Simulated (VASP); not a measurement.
# Nb (Fm-3m) in VASP: further runs

Nb is run at these levels: PBEsol; tasks: electric field gradients.

All numbers are computed with VASP 6.6.1; they aren't measurements. Logs are shortened: lines on timing, memory, paths and dates and some standing lists are left out, and cuts for length are marked.

### 1 The cell of the first run

The structure is cubic, space group Fm-3m (No. 225). The conventional cell has a = 4.265 Å, b = 4.265 Å, c = 4.265 Å, α = 90.00°, β = 90.00°, γ = 90.00°. Within 4.0 Å of Nb (site symmetry m-3m) lie 12 Nb at 3.02 Å.

### 2 Electric field gradients, PBEsol (volume scaled by 1.025)

The input, INCAR:

```
PREC = Accurate ; ENCUT = 520
EDIFF = 1E-8 ; ISMEAR = -1
SIGMA = 0.08 ; LREAL = False
LASPH = True ; NELM = 60
ALGO = Normal ; ISIF = 2
LWAVE = False ; LCHARG = False
GGA = PS ; LEFG = True
NBANDS = 12
```

The input, KPOINTS:

```
regular mesh
0
Gamma
  13 13 13
```

The input, POSCAR:

```
Nb
1.0
    0.0000000000      2.1324801315      2.1324801315
    2.1324801315      0.0000000000      2.1324801315
    2.1324801315      2.1324801315      0.0000000000
Nb
1
Direct
    0.0000000000      0.0000000000      0.0000000000
```

Potentials or basis: VASP PAW PBE potentials, release 64 (Nb_sv).

On the command line:

```bash
cat potpaw_PBE.64/Nb_sv/POTCAR > POTCAR
mpirun -np 1 vasp_std > vasp.out
```

OUTCAR:

```text
PREC = Accurate
   ENCUT = 520
   EDIFF = 1E-8
   ISMEAR = -1
   LREAL = False
   LASPH = True
   NELM = 60
   ISIF = 2
   GGA = PS

 ion  position               nearest neighbor table
   1  0.000  0.000  0.000-

  LATTYP: Found a face centered cubic cell.
 ALAT       =     4.2649602630

  Lattice vectors:

 A1 = (   0.0000000000,   2.1324801315,   2.1324801315)
 A2 = (   2.1324801315,   0.0000000000,   2.1324801315)
 A3 = (   2.1324801315,   2.1324801315,   0.0000000000)

Analysis of symmetry for initial positions (statically):
=====================================================================
 Subroutine PRICEL returns:
 Original cell was already a primitive cell.

 Routine SETGRP: Setting up the symmetry group for a
 face centered cubic supercell.

 Subroutine GETGRP returns: Found 48 space group operations
 (whereof 48 operations were pure point group operations)
 out of a pool of 48 trial point group operations.

The static configuration has the point symmetry O_h .

Analysis of symmetry for dynamics (positions and initial velocities):
=====================================================================
 Subroutine PRICEL returns:
 Original cell was already a primitive cell.

 Routine SETGRP: Setting up the symmetry group for a
 face centered cubic supercell.

 Subroutine GETGRP returns: Found 48 space group operations
 (whereof 48 operations were pure point group operations)
 out of a pool of 48 trial point group operations.

The dynamic configuration has the point symmetry O_h .

 Subroutine INISYM returns: Found 48 space group operations
 (whereof 48 operations are pure point group operations),
 and found     1 'primitive' translations

----------------------------------------------------------------------------------------

                                     Primitive cell

  volume of cell :      19.3948

  direct lattice vectors                    reciprocal lattice vectors
     0.000000000  2.132480131  2.132480131    -0.234468773  0.234468773  0.234468773
     2.132480131  0.000000000  2.132480131     0.234468773 -0.234468773  0.234468773
     2.132480131  2.132480131  0.000000000     0.234468773  0.234468773 -0.234468773

  length of vectors
     3.015782323  3.015782323  3.015782323     0.406111828  0.406111828  0.406111828

  position of ions in fractional coordinates (direct lattice)
     0.000000000  0.000000000  0.000000000

  ion indices of the primitive-cell ions
   primitive index   ion index
                 1           1

----------------------------------------------------------------------------------------

 KPOINTS: regular mesh

Automatic generation of k-mesh.
 Grid dimensions read from file:
 generate k-points for:   13   13   13

 Generating k-lattice:

  Cartesian coordinates                     Fractional coordinates (reciprocal lattice)
    -0.018036059  0.018036059  0.018036059     0.076923077  0.000000000  0.000000000
     0.018036059 -0.018036059  0.018036059     0.000000000  0.076923077  0.000000000
     0.018036059  0.018036059 -0.018036059     0.000000000  0.000000000  0.076923077

  Length of vectors
     0.031239371  0.031239371  0.031239371

  Shift w.r.t. Gamma in fractional coordinates (k-lattice)
     0.000000000  0.000000000  0.000000000

 Subroutine IBZKPT returns following result:
 ===========================================

 Found     84 irreducible k-points:

 Following reciprocal coordinates:
            Coordinates               Weight
  0.000000  0.000000  0.000000      1.000000
  0.076923  0.000000  0.000000      8.000000
  0.153846  0.000000  0.000000      8.000000
  0.230769  0.000000  0.000000      8.000000
  0.307692  0.000000  0.000000      8.000000
  0.384615  0.000000  0.000000      8.000000
[... 16 lines left out ...]
  0.384615  0.153846  0.000000     24.000000
  0.461538  0.153846  0.000000     24.000000
 [... further k-points ...]
   k-points           NKPTS =     84   k-points in BZ     NKDIM =     84   number of bands    NBANDS=     12
   number of dos      NEDOS =    301   number of ions     NIONS =      1
   total plane-waves  NPLWV =  13824
   dimension x,y,z NGX =    24 NGY =   24 NGZ =   24
   dimension x,y,z NGXF=    48 NGYF=   48 NGZF=   48
   ions per type =               1
   NGX,Y,Z   is equivalent  to a cutoff of  13.23, 13.23, 13.23 a.u.
   NGXF,Y,Z  is equivalent  to a cutoff of  26.46, 26.46, 26.46 a.u.
 SYSTEM =  unknown system
   PREC   = accura    normal or accurate (medium, high low for compatibility)
   ISTART =      0    job   : 0-new  1-cont  2-samecut
   ICHARG =      2    charge: 1-file 2-atom 10-const
   ISPIN  =      1    spin polarized calculation?
   LNONCOLLINEAR =      F non collinear calculations
   LSORBIT =      F    spin-orbit coupling
   LASPH  =      T    aspherical Exc in radial PAW
   ENCUT  =  520.0 eV  38.22 Ry    6.18 a.u.   5.61  5.61  5.61*2*pi/ulx,y,z
   NELM   =     60;   NELMIN=  2; NELMDL= -5     # of ELM steps
   EDIFF  = 0.1E-07   stopping-criterion for ELM
   LREAL  =      F    real-space projection
   EDIFFG = 0.1E-06   stopping-criterion for IOM
   NSW    =      0    number of steps for IOM
   IBRION =     -1    ionic relax: 0-MD 1-quasi-New 2-CG
   NFREE  =      0    steps in history (QN), initial steepest desc. (CG)
   ISIF   =      2    stress and relaxation
   ISYM   =      2    0-nonsym 1-usesym 2-fastsym
   POTIM  = 0.5000    time-step for ionic-motion
   TEBEG  =    0.0;   TEEND  =   0.0 temperature during run
   PSTRESS=    0.0 pullay stress
   NELECT =      13.0000    total number of electrons
   NUPDOWN=      -1.0000    fix difference up-down
   EMIN   =  10.00;   EMAX   =-10.00  energy-range for DOS
   EFERMI =   0.00;   METHOD = LEGACY
   ISMEAR =    -1;   SIGMA  =   0.08  broadening in eV -4-tet -1-fermi 0-gaus
   EFERMI_NEDOS =   21; number of points for ismear=-14 and -15
   IALGO  =     38    algorithm
   IMIX   =      4    mixing-type and parameters
     AMIX     =   0.40;   BMIX     =  1.00
     AMIX_MAG =   1.60;   BMIX_MAG =  1.00
  volume/ion in A,a.u.               =      19.39       130.88
  Fermi-wavevector in a.u.,A,eV,Ry     =   1.432719  2.707446 27.928449  2.052683
  Thomas-Fermi vector in A             =   2.552316
   LORBIT       =      0    0 simple, 1 ext, 2 COOP (PROOUT), +10 PAW based schemes
   GGA     = PS    functional components
   LHFCALC =     F    Hartree Fock is set to
   AEXX    =    0.0000 exact exchange contribution
   IVDW    =     0    specifies the selected vdW correction
   LEPSILON=     F    determine dielectric tensor
   LRPA    =     F    only Hartree local field effects (RPA)
 non-spin polarized calculation
  energy-cutoff  :      520.00
  volume of cell :       19.39
 maximum number of plane-waves:       535
   NGX = 11   NGY = 11   NGZ = 11

 number of electron      12.9999999 magnetization

 Free energy of the ion-electron system (eV)
  ---------------------------------------------------
  ext. energy  EPLUGINS =         0.00000000
  ---------------------------------------------------
  free energy    TOTEN  =       -10.57770325 eV

  energy without entropy =      -10.54439018  energy(sigma->0) =      -10.56104671

 E-fermi :  10.3644     XC(G=0): -12.2534

 val. band max:       10.3602872126   @ k =  -0.3846   0.2308   0.0769
 cond. band min:      10.3693804340   @ k =   0.4615   0.3077   0.0769
 fundamental gap:      0.0090932214
 Fermi energy:        10.3644197481

 k-point     1 :       0.0000    0.0000    0.0000
  band No.  band energies     occupation
      1     -44.3549      2.00000
      2     -19.8189      2.00000
      3     -19.8189      2.00000
      4     -19.8189      2.00000
      5       4.2149      2.00000
      6      10.5045      0.29569
      7      10.5045      0.29569
      8      10.5045      0.29569
      9      12.9780      0.00000
     10      12.9780      0.00000
     11      22.1772      0.00000
     12      26.7697      0.00000

 k-point     2 :       0.0769    0.0000    0.0000
  band No.  band energies     occupation
      1     -44.3453      2.00000
      2     -19.8844      2.00000
      3     -19.8271      2.00000
      4     -19.8271      2.00000
      5       4.4269      2.00000
      6      10.3438      1.12797
      7      10.6007      0.09917
      8      10.6007      0.09917
      9      12.8957      0.00000
     10      12.8957      0.00000
     11      22.5972      0.00000
     12      25.9064      0.00000

 k-point     3 :       0.1538    0.0000    0.0000
  band No.  band energies     occupation
      1     -44.3187      2.00000
      2     -20.0634      2.00000
      3     -19.8497      2.00000
      4     -19.8497      2.00000
      5       5.0131      2.00000
      6       9.9849      1.98274
      7      10.8091      0.00768
      8      10.8091      0.00768
      9      12.7729      0.00000
     10      12.7729      0.00000
     11      23.5259      0.00000
     12      24.6016      0.00000
[... 286 lines left out ...]
 k-point    23 :       0.3846    0.1538    0.0000
  band No.  band energies     occupation
      1     -44.2072      2.00000
      2     -20.6200      2.00000
      3     -20.0282      2.00000
      4     -20.0073      2.00000
      5       7.1088      2.00000
      6       9.1939      2.00000
      7      10.1437      1.88084
      8      11.3401      0.00001
      9      14.0342      0.00000
     10      14.5651      0.00000
     11      22.2487      0.00000
     12      24.7245      0.00000

 k-point    24 :       0.4615    0.1538    0.0000
  band No.  band energies     occupation
      1     -44.1807      2.00000
      2     -20.7615      2.00000
      3     -20.0805      2.00000
      4     -20.0161      2.00000
      5       7.2594      2.00000
      6       9.4112      1.99999
      7      10.3368      1.17071
      8      11.1148      0.00017
      9      14.9397      0.00000
     10      15.3358      0.00000
     11      20.7394      0.00000
     12      23.7327      0.00000

 [... further k-points ...]

------------------------ aborting loop because EDIFF is reached ----------------------------------------

  FORCE on cell =-STRESS in cart. coord.  units (eV):
  Direction    XX          YY          ZZ          XY          YZ          ZX
  --------------------------------------------------------------------------------------
  -------------------------------------------------------------------------------------
  Total       -1.2647994     -1.2647994     -1.2647994      0.0000000      0.0000000      0.0000000
  in kB     -104.4833907   -104.4833907   -104.4833907      0.0000000      0.0000000      0.0000000
  external PRESSURE =    -104.4833907 kB  Pullay stress =       0.0000000 kB

 VOLUME and BASIS-vectors are now :
 -----------------------------------------------------------------------------
  energy-cutoff  :      520.00
  volume of cell :       19.39
      direct lattice vectors                 reciprocal lattice vectors
     0.000000000  2.132480131  2.132480131    -0.234468773  0.234468773  0.234468773
     2.132480131  0.000000000  2.132480131     0.234468773 -0.234468773  0.234468773
     2.132480131  2.132480131  0.000000000     0.234468773  0.234468773 -0.234468773

 POSITION                                       TOTAL-FORCE (eV/Angst)
 -----------------------------------------------------------------------------------
      0.00000      0.00000      0.00000         0.000000      0.000000      0.000000
 -----------------------------------------------------------------------------------
    total drift:                                0.000000      0.000000      0.000000

  FREE ENERGIE OF THE ION-ELECTRON SYSTEM (eV)
  ---------------------------------------------------
  free  energy   TOTEN  =       -10.5777032454 eV

  energy  without entropy=      -10.5443901761  energy(sigma->0) =      -10.56104671

 Electric field gradients (V/A^2)
---------------------------------------------------------------------
 ion       V_xx      V_yy      V_zz      V_xy      V_xz      V_yz
---------------------------------------------------------------------
   1      -0.000    -0.000     0.000     0.000     0.000     0.000
---------------------------------------------------------------------

 Electric field gradients after diagonalization (V/A^2)
 (convention: |V_zz| > |V_xx| > |V_yy|)
----------------------------------------------------------------------
 ion       V_xx      V_yy      V_zz     asymmetry (V_yy - V_xx)/ V_zz
----------------------------------------------------------------------
   1      -0.000    -0.000     0.000       0.000
----------------------------------------------------------------------

           NMR quadrupolar parameters

 Cq : quadrupolar parameter    Cq=e*Q*V_zz/h
 eta: asymmetry parameters     (V_yy - V_xx)/ V_zz
 Q  : nuclear electric quadrupole moment in mb (millibarn)
----------------------------------------------------------------------
 ion       Cq(MHz)       eta       Q (mb)
----------------------------------------------------------------------
   1       0.000       0.000       1.000
----------------------------------------------------------------------
```

Wall time 14 s (1 thread of Intel Xeon Platinum 8259CL at 2.50GHz (Skylake/Cascade Lake), shared host); peak memory 0.15 GiB.

What came out:

- Free energy: -10.5777 eV
- Pressure: -10.4 GPa

Levels at points of the mesh, in eV from the Fermi level:
```tsv
k point	band 3	band 4	band 5	band 6	band 7	band 8	band 9	band 10
(0.00, 0.00, 0.00)	-30.18	-30.18	-6.15	0.14	0.14	0.14	2.61	2.61
```

Caveat: without QUAD_EFG the Cq values of the log hold for a quadrupole moment of 1 mb, not for the nuclei; the PAW data sets were made with another functional, which shifts forces and pressure a little.

### 3 Electric field gradients, PBEsol (volume scaled by 1.05)

The input, INCAR:

```
  ALGO = Normal
  EDIFF = 1E-8
  ENCUT = 520
  GGA = PS
  ISIF = 2
  ISMEAR = -1
  LASPH = T
  LCHARG = F
  LEFG = T
  LREAL = F
  LWAVE = F
  NBANDS = 12
  NELM = 60
  PREC = Accurate
  SIGMA = 0.08
```

The input, KPOINTS:

```
k-points
0
Gamma
  13 13 13
```

The input, POSCAR:

```
Nb
1.0
    0.0000000000      2.1496782947      2.1496782947
    2.1496782947      0.0000000000      2.1496782947
    2.1496782947      2.1496782947      0.0000000000
Nb
1
Direct
    0.0000000000      0.0000000000      0.0000000000
```

Potentials or basis: VASP PAW PBE potentials, release 64 (Nb_sv).

On the command line:

```bash
cat potpaw_PBE.64/Nb_sv/POTCAR > POTCAR
mpirun -np 1 vasp_std > vasp.out
```

OUTCAR:

```text
EDIFF = 1E-8
   ENCUT = 520
   GGA = PS
   ISIF = 2
   ISMEAR = -1
   LASPH = T
   LREAL = F
   NELM = 60
   PREC = Accurate

 ion  position               nearest neighbor table
   1  0.000  0.000  0.000-

  LATTYP: Found a face centered cubic cell.
 ALAT       =     4.2993565894

  Lattice vectors:

 A1 = (   0.0000000000,   2.1496782947,   2.1496782947)
[... 565 lines left out ...]
 -----------------------------------------------------------------------------------
    total drift:                               -0.000000      0.000000     -0.000000

  FREE ENERGIE OF THE ION-ELECTRON SYSTEM (eV)
  ---------------------------------------------------
  free  energy   TOTEN  =       -10.5424390005 eV

  energy  without entropy=      -10.5088143460  energy(sigma->0) =      -10.52562667

 Electric field gradients (V/A^2)
---------------------------------------------------------------------
 ion       V_xx      V_yy      V_zz      V_xy      V_xz      V_yz
---------------------------------------------------------------------
   1       0.000    -0.000     0.000     0.000     0.000     0.000
---------------------------------------------------------------------

 Electric field gradients after diagonalization (V/A^2)
 (convention: |V_zz| > |V_xx| > |V_yy|)
----------------------------------------------------------------------
 ion       V_xx      V_yy      V_zz     asymmetry (V_yy - V_xx)/ V_zz
----------------------------------------------------------------------
   1      -0.000    -0.000     0.000       0.000
----------------------------------------------------------------------

           NMR quadrupolar parameters

 Cq : quadrupolar parameter    Cq=e*Q*V_zz/h
 eta: asymmetry parameters     (V_yy - V_xx)/ V_zz
 Q  : nuclear electric quadrupole moment in mb (millibarn)
----------------------------------------------------------------------
 ion       Cq(MHz)       eta       Q (mb)
----------------------------------------------------------------------
   1       0.000       0.000       1.000
----------------------------------------------------------------------
```

OSZICAR:

```text
N       E                     dE             d eps       ncg     rms          rms(c)
DAV:   1     0.109920775372E+03    0.10992E+03   -0.72426E+03  2040   0.107E+03
DAV:   2    -0.636485885300E+01   -0.11629E+03   -0.11221E+03  2212   0.376E+02
DAV:   3    -0.108461346961E+02   -0.44813E+01   -0.42676E+01  2884   0.637E+01
DAV:   4    -0.111500657205E+02   -0.30393E+00   -0.30188E+00  2928   0.148E+01
DAV:   5    -0.111586313563E+02   -0.85656E-02   -0.85634E-02  2924   0.216E+00    0.640E+00
DAV:   6    -0.106098312653E+02    0.54880E+00   -0.83734E-01  3216   0.109E+01    0.220E+00
DAV:   7    -0.105400988962E+02    0.69732E-01   -0.22618E-01  3316   0.552E+00    0.102E+00
DAV:   8    -0.105423969467E+02   -0.22981E-02   -0.13208E-02  2436   0.148E+00    0.493E-02
DAV:   9    -0.105424251215E+02   -0.28175E-04   -0.82322E-04  3344   0.313E-01    0.251E-02
DAV:  10    -0.105424391634E+02   -0.14042E-04   -0.14236E-05  2432   0.468E-02    0.103E-02
DAV:  11    -0.105424390277E+02    0.13576E-06   -0.84480E-06  3228   0.416E-02    0.245E-03
DAV:  12    -0.105424390938E+02   -0.66158E-07   -0.36416E-07  2736   0.638E-03    0.484E-04
DAV:  13    -0.105424390055E+02    0.88340E-07   -0.14397E-08  2324   0.157E-03    0.845E-05
DAV:  14    -0.105424390005E+02    0.49474E-08   -0.12967E-09  1496   0.418E-04
   1 F= -.10542439E+02 E0= -.10525627E+02  d E =-.336247E-01
```

It took 14 s on 1 thread of Intel Xeon Platinum 8259CL at 2.50GHz (Skylake/Cascade Lake), shared host; peak memory 0.14 GiB.

Results:

```
Free energy : -10.5424 eV
Pressure    : -13.6 GPa
```

Caveat: without QUAD_EFG the Cq values of the log hold for a quadrupole moment of 1 mb, not for the nuclei; the PAW data sets were made with another functional, which shifts forces and pressure a little.

(Part 1 of 2 ends here.)
